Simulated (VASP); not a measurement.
# AgCl (Chlorargyrite) (I4/mmm) in VASP: further runs

AgCl (Chlorargyrite) is run at these levels: PBEsol; tasks: single point.

Program: VASP 6.6.1. These are calculated values, not measurements. Logs are shortened: lines on timing, memory, paths and dates and some standing lists are left out, and cuts for length are marked.

### 1 The cell of the first run

The structure is tetragonal, space group I4/mmm (No. 139). Conventional cell: a = 3.833 Å, b = 3.833 Å, c = 5.464 Å, α = 90.00°, β = 90.00°, γ = 90.00°. Within 3.6 Å of Ag (site symmetry 4/mmm) lie 6 Cl at 2.71 to 2.73 Å. Cl (site symmetry 4/mmm) has 6 Ag at 2.71 to 2.73 Å within 3.6 Å.

### 2 Single point, PBEsol (in-plane strain -0.005)

The input, INCAR:

```
SYSTEM = AgCl
ALGO = Normal ; EDIFF = 1E-6
ENCUT = 500 ; GGA = PS
GGA_COMPAT = .False. ; ISIF = 2
ISMEAR = 0 ; LASPH = .True.
LCHARG = .True. ; LELF = .True.
LREAL = .False. ; LVHAR = .True.
LWAVE = .False. ; NBANDS = 16
NELM = 120 ; PREC = Accurate
SIGMA = 0.01
```

The input, KPOINTS:

```
k-points
0
Gamma
  8 8 8
  0 0 0
```

The input, POSCAR:

```
AgCl
1.0
    2.7101326944      2.7101326944      0.0000000000
   -2.7101326944      2.7101326944      0.0000000000
    0.0000000000      2.7101326944      2.7319227060
Ag Cl
1 1
Direct
    0.0000000000      0.0000000000      0.0000000000
    0.5000000000      0.5000000000      0.0000000000
```

Potentials or basis: VASP PAW PBE potentials, release 64 (Ag, Cl).

Started as:

```sh
> cat potpaw_PBE.64/Ag/POTCAR potpaw_PBE.64/Cl/POTCAR > POTCAR
> mpirun -np 1 vasp_std > vasp.out
```

OUTCAR:

```text
SYSTEM = AgCl
   EDIFF = 1E-6
   ENCUT = 500
   GGA = PS
   ISIF = 2
   ISMEAR = 0
   LASPH = .True.
   LREAL = .False.
   NELM = 120
   PREC = Accurate

 ion  position               nearest neighbor table
   1  0.000  0.000  0.000-   2 2.71   2 2.71   2 2.71   2 2.71   2 2.73   2 2.73
   2  0.500  0.500  0.000-   1 2.71   1 2.71   1 2.71   1 2.71   1 2.73   1 2.73

  LATTYP: Found a body centered tetragonal cell.
 ALAT       =     3.8327064123
 C/A-ratio  =     1.4255841237

  Lattice vectors:

 A1 = (   2.7101326944,   0.0000000000,  -2.7319227060)
 A2 = (  -2.7101326944,   0.0000000000,  -2.7319227060)
 A3 = (   0.0000000000,   2.7101326944,   2.7319227060)

Analysis of symmetry for initial positions (statically):
=====================================================================
 Subroutine PRICEL returns:
 Original cell was already a primitive cell.

 Routine SETGRP: Setting up the symmetry group for a
 body centered tetragonal supercell.

 Subroutine GETGRP returns: Found 16 space group operations
 (whereof 16 operations were pure point group operations)
 out of a pool of 16 trial point group operations.

The static configuration has the point symmetry D_4h.

Analysis of symmetry for dynamics (positions and initial velocities):
=====================================================================
 Subroutine PRICEL returns:
 Original cell was already a primitive cell.

 Routine SETGRP: Setting up the symmetry group for a
 body centered tetragonal supercell.

 Subroutine GETGRP returns: Found 16 space group operations
 (whereof 16 operations were pure point group operations)
 out of a pool of 16 trial point group operations.

The dynamic configuration has the point symmetry D_4h.

 Subroutine INISYM returns: Found 16 space group operations
 (whereof 16 operations are pure point group operations),
 and found     1 'primitive' translations

----------------------------------------------------------------------------------------

                                     Primitive cell

  volume of cell :      40.1310

  direct lattice vectors                    reciprocal lattice vectors
     2.710132694  2.710132694  0.000000000     0.184492811  0.184492811 -0.183021283
    -2.710132694  2.710132694  0.000000000    -0.184492811  0.184492811 -0.183021283
     0.000000000  2.710132694  2.731922706     0.000000000  0.000000000  0.366042567

  length of vectors
     3.832706412  3.832706412  3.848145124     0.318703601  0.318703601  0.366042567

  position of ions in fractional coordinates (direct lattice)
     0.000000000  0.000000000  0.000000000
     0.500000000  0.500000000  0.000000000

  ion indices of the primitive-cell ions
   primitive index   ion index
                 1           1
                 2           2

----------------------------------------------------------------------------------------

 KPOINTS: k-points

Automatic generation of k-mesh.
 Grid dimensions read from file:
 generate k-points for:    8    8    8

 Generating k-lattice:

  Cartesian coordinates                     Fractional coordinates (reciprocal lattice)
     0.023061601  0.023061601 -0.022877660     0.125000000  0.000000000  0.000000000
    -0.023061601  0.023061601 -0.022877660     0.000000000  0.125000000  0.000000000
     0.000000000  0.000000000  0.045755321     0.000000000  0.000000000  0.125000000

  Length of vectors
     0.039837950  0.039837950  0.045755321

  Shift w.r.t. Gamma in fractional coordinates (k-lattice)
     0.000000000  0.000000000  0.000000000

 Subroutine IBZKPT returns following result:
 ===========================================

 Found     59 irreducible k-points:

 Following reciprocal coordinates:
            Coordinates               Weight
  0.000000  0.000000  0.000000      1.000000
  0.125000  0.000000  0.000000      8.000000
  0.250000  0.000000  0.000000      8.000000
  0.375000  0.000000  0.000000      8.000000
  0.500000  0.000000  0.000000      4.000000
  0.125000  0.125000  0.000000      8.000000
[... 16 lines left out ...]
  0.250000  0.000000  0.125000      4.000000
  0.375000  0.000000  0.125000      8.000000
 [... further k-points ...]
   k-points           NKPTS =     59   k-points in BZ     NKDIM =     59   number of bands    NBANDS=     16
   number of dos      NEDOS =    301   number of ions     NIONS =      2
   total plane-waves  NPLWV =  21952
   dimension x,y,z NGX =    28 NGY =   28 NGZ =   28
   dimension x,y,z NGXF=    56 NGYF=   56 NGZF=   56
   ions per type =               1   1
   NGX,Y,Z   is equivalent  to a cutoff of  12.15, 12.15, 12.10 a.u.
   NGXF,Y,Z  is equivalent  to a cutoff of  24.29, 24.29, 24.19 a.u.
 SYSTEM =  AgCl
   PREC   = accura    normal or accurate (medium, high low for compatibility)
   ISTART =      0    job   : 0-new  1-cont  2-samecut
   ICHARG =      2    charge: 1-file 2-atom 10-const
   ISPIN  =      1    spin polarized calculation?
   LNONCOLLINEAR =      F non collinear calculations
   LSORBIT =      F    spin-orbit coupling
   LASPH  =      T    aspherical Exc in radial PAW
   ENCUT  =  500.0 eV  36.75 Ry    6.06 a.u.   6.99  6.99  7.02*2*pi/ulx,y,z
   NELM   =    120;   NELMIN=  2; NELMDL= -5     # of ELM steps
   EDIFF  = 0.1E-05   stopping-criterion for ELM
   LREAL  =      F    real-space projection
   EDIFFG = 0.1E-04   stopping-criterion for IOM
   NSW    =      0    number of steps for IOM
   IBRION =     -1    ionic relax: 0-MD 1-quasi-New 2-CG
   NFREE  =      0    steps in history (QN), initial steepest desc. (CG)
   ISIF   =      2    stress and relaxation
   ISYM   =      2    0-nonsym 1-usesym 2-fastsym
   POTIM  = 0.5000    time-step for ionic-motion
   TEBEG  =    0.0;   TEEND  =   0.0 temperature during run
   PSTRESS=    0.0 pullay stress
   NELECT =      18.0000    total number of electrons
   NUPDOWN=      -1.0000    fix difference up-down
   EMIN   =  10.00;   EMAX   =-10.00  energy-range for DOS
   EFERMI =   0.00;   METHOD = LEGACY
   ISMEAR =     0;   SIGMA  =   0.01  broadening in eV -4-tet -1-fermi 0-gaus
   EFERMI_NEDOS =   21; number of points for ismear=-14 and -15
   IALGO  =     38    algorithm
   IMIX   =      4    mixing-type and parameters
     AMIX     =   0.40;   BMIX     =  1.00
     AMIX_MAG =   1.60;   BMIX_MAG =  1.00
  volume/ion in A,a.u.               =      20.07       135.41
  Fermi-wavevector in a.u.,A,eV,Ry     =   1.253158  2.368125 21.366657  1.570405
  Thomas-Fermi vector in A             =   2.387024
   LORBIT       =      0    0 simple, 1 ext, 2 COOP (PROOUT), +10 PAW based schemes
   GGA     = PS    functional components
   LHFCALC =     F    Hartree Fock is set to
   AEXX    =    0.0000 exact exchange contribution
   IVDW    =     0    specifies the selected vdW correction
   LEPSILON=     F    determine dielectric tensor
   LRPA    =     F    only Hartree local field effects (RPA)
 non-spin polarized calculation
 Gauss-broadening in eV      SIGMA  =   0.01
  energy-cutoff  :      500.00
  volume of cell :       40.13
 maximum number of plane-waves:      1036
   NGX = 13   NGY = 13   NGZ = 13

 number of electron      18.0000005 magnetization

 Free energy of the ion-electron system (eV)
  ---------------------------------------------------
  ext. energy  EPLUGINS =         0.00000000
  ---------------------------------------------------
  free energy    TOTEN  =        -6.06047853 eV

  energy without entropy =       -6.06047853  energy(sigma->0) =       -6.06047853

 E-fermi :   4.5814     XC(G=0): -10.5370

 val. band max:        4.5401513156   @ k =   0.5000   0.0000   0.0000
 cond. band min:       5.2353266943   @ k =   0.0000   0.0000   0.0000
 fundamental gap:      0.6951753787
 Fermi energy:         4.5814325837

 k-point     1 :       0.0000    0.0000    0.0000
  band No.  band energies     occupation
      1     -11.0576      2.00000
      2       1.7547      2.00000
      3       1.7782      2.00000
      4       1.7782      2.00000
      5       1.8124      2.00000
      6       1.8154      2.00000
[... 8 lines left out ...]
     15      17.9014      0.00000
     16      18.1043      0.00000

 k-point     2 :       0.1250    0.0000    0.0000
  band No.  band energies     occupation
      1     -10.9851      2.00000
      2       0.9860      2.00000
      3       1.0545      2.00000
      4       1.0741      2.00000
      5       1.8292      2.00000
      6       1.8402      2.00000
[... 8 lines left out ...]
     15      16.6057      0.00000
     16      17.1559      0.00000

 k-point     3 :       0.2500    0.0000    0.0000
  band No.  band energies     occupation
      1     -10.8013      2.00000
      2      -0.1528      2.00000
      3       0.4239      2.00000
      4       0.4478      2.00000
      5       1.9817      2.00000
      6       1.9870      2.00000
[... 8 lines left out ...]
     15      16.7292      0.00000
     16      17.1096      0.00000

 k-point     4 :       0.3750    0.0000    0.0000
  band No.  band energies     occupation
      1     -10.6033      2.00000
      2      -1.0167      2.00000
      3       0.0237      2.00000
      4       0.0503      2.00000
      5       2.1406      2.00000
      6       2.1420      2.00000
[... 8 lines left out ...]
     15      17.5657      0.00000
     16      17.6083      0.00000
[... 324 lines left out ...]
 k-point    22 :       0.0000    0.0000    0.1250
  band No.  band energies     occupation
      1     -10.9658      2.00000
      2       0.4959      2.00000
      3       1.3838      2.00000
      4       1.3838      2.00000
      5       1.6964      2.00000
      6       1.8434      2.00000
[... 8 lines left out ...]
     15      18.2702      0.00000
     16      18.6198      0.00000

 k-point    23 :       0.2500    0.0000    0.1250
  band No.  band energies     occupation
      1     -10.8760      2.00000
      2       0.1724      2.00000
      3       0.5133      2.00000
      4       1.0510      2.00000
      5       1.8756      2.00000
      6       1.9698      2.00000
[... 8 lines left out ...]
     15      17.4650      0.00000
     16      18.1653      0.00000

 k-point    24 :       0.3750    0.0000    0.1250
  band No.  band energies     occupation
      1     -10.6926      2.00000
      2      -0.5977      2.00000
      3       0.1103      2.00000
      4       0.5058      2.00000
      5       2.0040      2.00000
      6       2.1019      2.00000
[... 8 lines left out ...]
     15      18.2477      0.00000
     16      18.3585      0.00000

 [... further k-points ...]
[... 5 lines left out ...]
  --------------------------------------------------------------------------------------
  -------------------------------------------------------------------------------------
  Total        0.1024769      0.1024769      0.0360662      0.0000000      0.0000000      0.0000000
  in kB        4.0912582      4.0912582      1.4398982      0.0000000      0.0000000      0.0000000
  external PRESSURE =       3.2074716 kB  Pullay stress =       0.0000000 kB

 VOLUME and BASIS-vectors are now :
 -----------------------------------------------------------------------------
  energy-cutoff  :      500.00
  volume of cell :       40.13
      direct lattice vectors                 reciprocal lattice vectors
     2.710132694  2.710132694  0.000000000     0.184492811  0.184492811 -0.183021283
    -2.710132694  2.710132694  0.000000000    -0.184492811  0.184492811 -0.183021283
     0.000000000  2.710132694  2.731922706     0.000000000  0.000000000  0.366042567

 POSITION                                       TOTAL-FORCE (eV/Angst)
 -----------------------------------------------------------------------------------
      0.00000      0.00000      0.00000         0.000000      0.000000      0.000000
      0.00000      2.71013      0.00000        -0.000000     -0.000000      0.000000
 -----------------------------------------------------------------------------------
    total drift:                               -0.000000      0.000000     -0.000000

  FREE ENERGIE OF THE ION-ELECTRON SYSTEM (eV)
  ---------------------------------------------------
  free  energy   TOTEN  =        -6.0604785299 eV

  energy  without entropy=       -6.0604785299  energy(sigma->0) =       -6.06047853
```

Run time: 43 s. Hardware: 1 thread of Intel Xeon 8259CL, shared host; peak memory 0.18 GiB.

Results:

```
Free energy            : -6.0605 eV
Pressure               : 0.3 GPa
Band gap on the k mesh : 0.70 eV, indirect (least direct gap 3.25 eV)
```

Levels at points of the mesh, in eV from the valence-band top:
```csv
k point,band 5,band 6,band 7,band 8,band 9,band 10,band 11,band 12,band 13,band 14
"(0.00, 0.00, 0.00)",-2.73,-2.72,-2.63,-2.63,-2.60,0.70,10.68,10.70,10.70,11.96
"(0.50, 0.00, 0.00)",-2.33,-2.33,-1.98,-0.05,0.00,3.83,6.76,7.34,7.42,13.52
"(0.50, 0.50, 0.00)",-3.16,-2.50,-2.19,-2.19,-2.06,2.10,7.73,8.66,11.55,11.69
"(0.00, 0.00, 0.50)",-3.17,-2.51,-2.19,-2.19,-2.07,2.11,7.78,8.58,11.68,11.68
```

Caveat: the cell differs from its parent crystal (in-plane strain -0.005); the PAW data sets were made with another functional, which shifts forces and pressure a little. A k mesh can miss the band edges.

### 3 Single point, PBEsol (in-plane strain +0.005, then relaxed in part)

The input, INCAR:

```
SYSTEM = AgCl
  PREC = Accurate
  ENCUT = 500
  EDIFF = 1E-6
  ISMEAR = 0
  SIGMA = 0.01
  LREAL = .False.
  LASPH = .True.
  NELM = 120
  ALGO = Normal
  ISIF = 2
  LWAVE = .False.
  LCHARG = .False.
  GGA = PS
  NBANDS = 16
  GGA_COMPAT = .False.
```

The input, KPOINTS:

```
Automatic mesh
0
Gamma
  8 8 8
  0 0 0
```

The input, POSCAR:

```
AgCl
1.0
    2.7373702089      2.7373702089      0.0000000000
   -2.7373702089      2.7373702089      0.0000000000
    0.0000000000      2.7373702089      2.7076583500
Ag Cl
1 1
Direct
    0.0000000000      0.0000000000      0.0000000000
    0.5000000000      0.5000000000      0.0000000000
```

Potentials or basis: VASP PAW PBE potentials, release 64 (Ag, Cl).

Started as:

```sh
> cat potpaw_PBE.64/Ag/POTCAR potpaw_PBE.64/Cl/POTCAR > POTCAR
> mpirun -np 1 vasp_std > vasp.out
```

It took 39 s on 1 thread of Intel Xeon 8259CL, shared host; peak memory 0.18 GiB.

Results (log left out):

| Quantity | Value |
| --- | --- |
| Free energy | -6.0606 eV |
| Pressure | -0.3 GPa |
| Band gap on the k mesh | 0.69 eV, indirect (least direct gap 3.21 eV) |

Stress tensor (GPa, compression positive):
```
-0.41  0.00  0.00
 0.00 -0.41  0.00
 0.00  0.00 -0.09
```

Levels at points of the mesh, in eV from the valence-band top:
```tsv
k point	band 7	band 8	band 9	band 10	band 11	band 12
(0.00, 0.00, 0.00)	-2.61	-2.57	-2.57	0.69	10.68	10.68
(0.50, 0.00, 0.00)	-1.96	-0.07	0.00	3.86	6.68	7.34
(0.50, 0.50, 0.00)	-2.17	-2.16	-2.05	2.12	7.77	8.55
(0.00, 0.00, 0.50)	-2.17	-2.17	-2.04	2.10	7.70	8.66
```

Caveat: the cell differs from its parent crystal (in-plane strain +0.005, then relaxed in part); the PAW data sets were made with another functional, which shifts forces and pressure a little.

### 4 Single point, PBEsol (in-plane strain +0.005)

The input, INCAR:

```
SYSTEM = AgCl
ALGO = Normal
EDIFF = 1E-6
ENCUT = 500
GGA = PS
GGA_COMPAT = .False.
ISIF = 2
ISMEAR = 0
LASPH = .True.
LCHARG = .True.
LELF = .True.
LREAL = .False.
LVHAR = .True.
LWAVE = .False.
NBANDS = 16
NELM = 120
PREC = Accurate
SIGMA = 0.01
```

The input, KPOINTS:

```
k-points
0
Gamma
  8 8 8
  0 0 0
```

Edit POSCAR of step 3 so:

```diff
@@ -4,3 +4,3 @@
    -2.7373702089      2.7373702089      0.0000000000
-    0.0000000000      2.7373702089      2.7076583500
+    0.0000000000      2.7373702089      2.7155801973
 Ag Cl
```

Started as:

```sh
> cat potpaw_PBE.64/Ag/POTCAR potpaw_PBE.64/Cl/POTCAR > POTCAR
> mpirun -np 1 vasp_std > vasp.out
```

It took 48 s on 1 thread of Intel Xeon 8259CL, shared host; peak memory 0.18 GiB.

Results (log left out):

- Free energy: -6.0605 eV
- Pressure: -0.5 GPa
- Band gap on the k mesh: 0.70 eV, indirect (least direct gap 3.20 eV)

Stress tensor (GPa, compression positive):
```
-0.55  0.00  0.00
 0.00 -0.55  0.00
 0.00  0.00 -0.32
```

Levels at points of the mesh, in eV from the valence-band top:
| k point | band 6 | band 7 | band 8 | band 9 | band 10 | band 11 | band 12 | band 13 |
| --- | --- | --- | --- | --- | --- | --- | --- | --- |
| (0.00, 0.00, 0.00) | -2.66 | -2.58 | -2.55 | -2.55 | 0.70 | 10.70 | 10.70 | 10.72 |
| (0.50, 0.00, 0.00) | -2.28 | -1.94 | -0.05 | 0.00 | 3.87 | 6.68 | 7.37 | 7.45 |
| (0.50, 0.50, 0.00) | -2.45 | -2.15 | -2.14 | -2.03 | 2.13 | 7.78 | 8.56 | 11.52 |
| (0.00, 0.00, 0.50) | -2.44 | -2.15 | -2.15 | -2.03 | 2.12 | 7.73 | 8.64 | 11.53 |

Caveat: the cell differs from its parent crystal (in-plane strain +0.005); the PAW data sets were made with another functional, which shifts forces and pressure a little. A k mesh can miss the band edges.

(Continued in part 2 of 2.)
